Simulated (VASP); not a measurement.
Runs of VASP 6.6.1 on KMgF3. The structure is that of space group Pm-3m (No. 221), or close to it. The cells are those of the table. 

```csv
task,cell,cutoff (eV),gap on the mesh (eV),pressure (GPa)
single point,"a = 4.000 Å, 5 atoms",520,7.22,2.5
single point,"a = 3.844 Å, 5 atoms",520,8.18,(b)
relaxation of cell and atoms,"relaxed to -3 GPa from a = 4.093 Å, 5 atoms",600,6.64,-3.0
relaxation of cell and atoms,"relaxed to 8 GPa from a = 3.919 Å, 5 atoms",600,7.70,7.9
relaxation of cell and atoms,"relaxed to 3 GPa from a = 4.016 Å, 5 atoms",600,(a),3.0
```

Alike in all rows: level PBE; potentials or basis VASP PAW PBE potentials, release 64 (K_sv, Mg, F); no spin polarisation; k mesh 6 × 6 × 6; smearing gaussian 0.02 eV.

Q: Fill in the values left out.

A: (a) 7.29; (b) 14.7.

Caveats: the cell is relaxed towards a set pressure, so the enthalpy falls and the energy may rise (some runs); the relaxation stopped at its first step, so nothing moved (some runs).

A k mesh can miss the band edges.
